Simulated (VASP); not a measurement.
W:

```
W
1.0
    -1.58516    1.58516    1.58516
     1.58516   -1.58516    1.58516
     1.58516    1.58516   -1.58516
W
1
Direct
  0.00000 0.00000 0.00000
```

```yaml
Program: VASP 6.6.1
Task: relaxation of cell and atoms
Functional: PBE
Potentials_or_basis: VASP PAW PBE potentials, release 64 (W_sv)
Cutoff: 600 eV
k_mesh: 18 × 18 × 18
Occupations: gaussian, width 0.1 eV
Spin: no spin polarisation
```

At the start: pressure 4.5 GPa; volume 15.93 Å³/atom.

Where does the relaxation end?

Over 4 steps the energy falls by 3.2 meV/atom and the volume is 16.16 Å³/atom (+1.4 %); space group Im-3m (No. 229, to 0.05 Å).

Step by step:
```
step  energy change (eV)  largest force (eV/Å)  pressure (GPa)  volume (Å³)
   1              0.0000                0.0000            4.54        15.93
   2              0.0345                0.0000          -13.76        17.00
   3             -0.0032                0.0000           -0.10        16.17
   4             -0.0032                0.0000           -0.02        16.16
```

Final structure:
```yaml
crystal:
  lattice:
    - [-1.59270, 1.59270, 1.59270]
    - [1.59270, -1.59270, 1.59270]
    - [1.59270, 1.59270, -1.59270]
  atoms:
    - { symbol: W, position: [0.00000, 0.00000, 0.00000] }
```
